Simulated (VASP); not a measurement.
# CaS (Fm-3m) in VASP: notebook, part 2 of 2

VASP 6.6.1. Earlier steps stand in the parts before.

## (3) Relaxation of cell and atoms, PBEsol, target pressure 15 GPa, at which the enthalpy is minimised

Contents of INCAR:

```
SYSTEM = CaS
ALGO = Normal
EDIFF = 1E-7
EDIFFG = -0.002
ENCUT = 500
GGA = PS
GGA_COMPAT = .False.
IBRION = 2
ISIF = 3
ISMEAR = 0
LASPH = .True.
LCHARG = .False.
LREAL = .False.
LWAVE = .False.
NELM = 120
NELMIN = 4
NSW = 100
PREC = Accurate
PSTRESS = 150.0
SIGMA = 0.01
```

Contents of KPOINTS:

```
k-points
0
Gamma
  8 8 8
  0 0 0
```

Contents of POSCAR:

```
CaS
1.0
    2.8171705700      2.8171705700      0.0000000000
   -2.8171705700      2.8171705700      0.0000000000
    0.0000000000      2.8171705700      2.8171705700
Ca S
1 1
Direct
    0.0000000000      0.0000000000      0.0000000000
    0.5000000000      0.5000000000      0.0000000000
```

Potentials or basis: VASP PAW PBE potentials, release 64 (Ca_sv, S).

Command:

```bash
$ cat potpaw_PBE.64/Ca_sv/POTCAR potpaw_PBE.64/S/POTCAR > POTCAR
$ mpirun -np 1 vasp_std > vasp.out
```

OUTCAR:

```text
SYSTEM = CaS
   EDIFF = 1E-7
   EDIFFG = -0.002
   ENCUT = 500
   GGA = PS
   IBRION = 2
   ISIF = 3
   ISMEAR = 0
   LASPH = .True.
   LREAL = .False.
   NELM = 120
   NELMIN = 4
   NSW = 100
   PREC = Accurate
   PSTRESS = 150.0

 ion  position               nearest neighbor table
   1  0.000  0.000  0.000-   2 2.82   2 2.82   2 2.82   2 2.82   2 2.82   2 2.82
   2  0.500  0.500  0.000-   1 2.82   1 2.82   1 2.82   1 2.82   1 2.82   1 2.82

  LATTYP: Found a face centered cubic cell.
 ALAT       =     5.6343411400

  Lattice vectors:

 A1 = (   0.0000000000,   2.8171705700,   2.8171705700)
 A2 = (   2.8171705700,   0.0000000000,   2.8171705700)
 A3 = (   2.8171705700,   2.8171705700,   0.0000000000)

Analysis of symmetry for initial positions (statically):
=====================================================================
 Subroutine PRICEL returns:
 Original cell was already a primitive cell.
[... 184 lines left out ...]
      2     -17.0718      2.00000
      3     -17.0718      2.00000
      4     -17.0718      2.00000
      5      -8.5577      2.00000
      6       2.8816      2.00000
      7       2.8816      2.00000
      8       2.8816      2.00000
      9       6.9571      0.00000
     10       6.9571      0.00000
     11       6.9571      0.00000
     12       7.0519      0.00000
[... 572 lines left out ...]
--------------------------------------- Ionic step        7  -------------------------------------------

 number of electron      16.0000000 magnetization

 Free energy of the ion-electron system (eV)
  ---------------------------------------------------
  ext. energy  EPLUGINS =         0.00000000
  ---------------------------------------------------
  free energy    TOTEN  =       -10.63158286 eV

  energy without entropy =      -10.63158286  energy(sigma->0) =      -10.63158286

 E-fermi :   4.3005     XC(G=0): -10.4094

 val. band max:        4.2552293028   @ k =   0.0000   0.0000   0.0000
 cond. band min:       5.8642884244   @ k =   0.5000   0.5000   0.0000
 fundamental gap:      1.6090591216
 Fermi energy:         4.3004921129

 k-point     1 :       0.0000    0.0000    0.0000
  band No.  band energies     occupation
      1     -34.1397      2.00000
      2     -15.2243      2.00000
      3     -15.2243      2.00000
      4     -15.2243      2.00000
      5      -7.8312      2.00000
      6       4.2552      2.00000
      7       4.2552      2.00000
      8       4.2552      2.00000
      9       8.1598      0.00000
     10       8.1598      0.00000
     11       8.1598      0.00000
     12       8.9855      0.00000
[... 378 lines left out ...]
  energy  without entropy=      -10.6315828554  energy(sigma->0) =      -10.63158286

  enthalpy is  TOTEN    =        -7.0934419728 eV   P V=        3.5381408825

 reached required accuracy - stopping structural energy minimisation
```

OSZICAR:

```text
N       E                     dE             d eps       ncg     rms          rms(c)
DAV:   1     0.111322595824E+03    0.11132E+03   -0.77926E+03   696   0.122E+03
[... 72 lines left out ...]
DAV:   1    -0.106320974757E+02    0.83922E-02   -0.15622E-02   732   0.144E+00    0.159E-01
DAV:   2    -0.106317043443E+02    0.39313E-03   -0.11460E-03   844   0.361E-01    0.734E-02
DAV:   3    -0.106315676689E+02    0.13668E-03   -0.60575E-04  1200   0.238E-01    0.313E-02
DAV:   4    -0.106315740596E+02   -0.63907E-05   -0.13924E-05   848   0.498E-02    0.183E-02
DAV:   5    -0.106315835372E+02   -0.94776E-05   -0.15576E-05  1128   0.191E-02    0.246E-03
DAV:   6    -0.106315828039E+02    0.73335E-06   -0.48292E-07   988   0.778E-03    0.143E-03
DAV:   7    -0.106315828554E+02   -0.51488E-07   -0.27134E-08   540   0.157E-03
   7 F= -.70934420E+01 E0= -.70934420E+01  d E =-.119780E-03
```

It took 2.2 min on 1 thread of Intel Xeon Platinum 8259CL at 2.50GHz (Skylake/Cascade Lake), shared host; peak memory 0.18 GiB.

What came out:

- Free energy: -10.6316 eV
- Relaxed volume: 18.90 Å³/atom
- Relaxed cell: a = 3.767 Å, b = 3.767 Å, c = 3.767 Å, α = 60.00°, β = 60.00°, γ = 90.00°
- Space group after relaxing (to 0.1 Å): Fm-3m (No. 225)
- Energy change on relaxing (the run minimises the enthalpy): +142.2 meV/atom
- Ionic steps: 7
- Pressure after relaxing: 15.0 GPa
- Band gap on the k mesh: 1.61 eV (least direct gap 2.56 eV)

Step by step:
| step | energy change (eV) | largest force (eV/Å) | pressure (GPa) | volume (Å³) |
| --- | --- | --- | --- | --- |
| 1 | 0.0000 | 0.0000 | 0.15 | 44.72 |
| 2 | 1.1000 | 0.0000 | 37.77 | 32.60 |
| 3 | 0.2707 | 0.0000 | 14.54 | 37.94 |
| 4 | 0.2825 | 0.0000 | 14.94 | 37.81 |
| 5 | 0.2948 | 0.0000 | 15.35 | 37.68 |
| 6 | 0.2755 | 0.0000 | 14.70 | 37.89 |
| 7 | 0.2844 | 0.0000 | 15.00 | 37.79 |

Final structure:
```
CELL_PARAMETERS angstrom
2.66351 2.66351 0.00000
-2.66351 2.66351 0.00000
0.00000 2.66351 2.66351
ATOMIC_POSITIONS crystal
Ca 0.00000 0.00000 0.00000
S 0.50000 0.50000 0.00000
```

Levels at points of the mesh, in eV from the valence-band top:
```
           k point  band 6  band 7  band 8  band 9  band 10  band 11
(0.00, 0.00, 0.00)    0.00    0.00    0.00    3.90     3.90     3.90
(0.50, 0.00, 0.00)   -3.95   -1.67   -1.67    5.41     6.66     6.73
(0.50, 0.50, 0.00)   -2.72   -0.95   -0.95    1.61     5.86     6.89
```

Caveat: the cell is relaxed towards a set pressure, so the run minimises the enthalpy, not the energy; the volume moved by over 15 % at a fixed basis, so the end points are rough; the PAW data sets were made with another functional, which shifts forces and pressure a little. A k mesh can miss the band edges.

## (4) Single point, PBEsol

Contents of INCAR:

```
SYSTEM = CaS
PREC = Accurate ; ENCUT = 500
EDIFF = 1E-6 ; ISMEAR = -1
SIGMA = 0.08 ; LREAL = .False.
LASPH = .True. ; NELM = 120
ALGO = Normal ; ISIF = 2
LWAVE = .False. ; LCHARG = .True.
GGA = PS ; LELF = .True.
LVHAR = .True. ; NBANDS = 15
GGA_COMPAT = .False.
```

Contents of KPOINTS:

```
regular mesh
0
Gamma
  12 12 12
  0 0 0
```

POSCAR is that of step 3.

Command:

```bash
$ cat potpaw_PBE.64/Ca_sv/POTCAR potpaw_PBE.64/S/POTCAR > POTCAR
$ mpirun -np 1 vasp_std > vasp.out
```

Wall time 53 s (1 thread of Intel Xeon Platinum 8259CL at 2.50GHz (Skylake/Cascade Lake), shared host); peak memory 0.2 GiB.

Results (log left out):

```yaml
Free_energy: -10.9161 eV
Pressure: 0.2 GPa
Band_gap_on_the_k_mesh: 2.15 eV (least direct gap 3.00 eV)
```

Levels at points of the mesh, in eV from the valence-band top:
| k point | band 6 | band 7 | band 8 | band 9 | band 10 | band 11 |
| --- | --- | --- | --- | --- | --- | --- |
| (0.00, 0.00, 0.00) | 0.00 | 0.00 | 0.00 | 4.08 | 4.08 | 4.08 |
| (0.50, 0.00, 0.00) | -3.28 | -1.25 | -1.25 | 5.12 | 6.12 | 6.26 |
| (0.50, 0.50, 0.00) | -2.39 | -0.84 | -0.84 | 2.15 | 5.64 | 6.05 |

Caveat: the PAW data sets were made with another functional, which shifts forces and pressure a little. A k mesh can miss the band edges.

## (5) The runs side by side

| task | cell | k mesh | smearing | gap on the mesh (eV) | pressure (GPa) |
| --- | --- | --- | --- | --- | --- |
| relaxation of cell and atoms | relaxed to 10 GPa from a = 3.984 Å, angles 60.0, 60.0, 90.0°, 2 atoms | 8 × 8 × 8 | gaussian 0.01 eV | 1.78 | 10.0 |
| relaxation of cell and atoms | relaxed to 15 GPa from a = 3.984 Å, angles 60.0, 60.0, 90.0°, 2 atoms | 8 × 8 × 8 | gaussian 0.01 eV | 1.61 | 15.0 |
| single point | a = 3.984 Å, angles 60.0, 60.0, 90.0°, 2 atoms | 12 × 12 × 12 | fermi-dirac 0.08 eV | 2.15 | 0.2 |

Alike in all rows: level PBEsol; potentials or basis VASP PAW PBE potentials, release 64 (Ca_sv, S); no spin polarisation; cutoff (eV) 500.

Caveats: the PAW data sets were made with another functional, which shifts forces and pressure a little; the cell is relaxed towards a set pressure, so the run minimises the enthalpy, not the energy (at least some runs); the volume moved by over 15 % at a fixed basis, so the end points are rough (at least some runs).

Absolute energies hang on the potentials; compare differences alone.
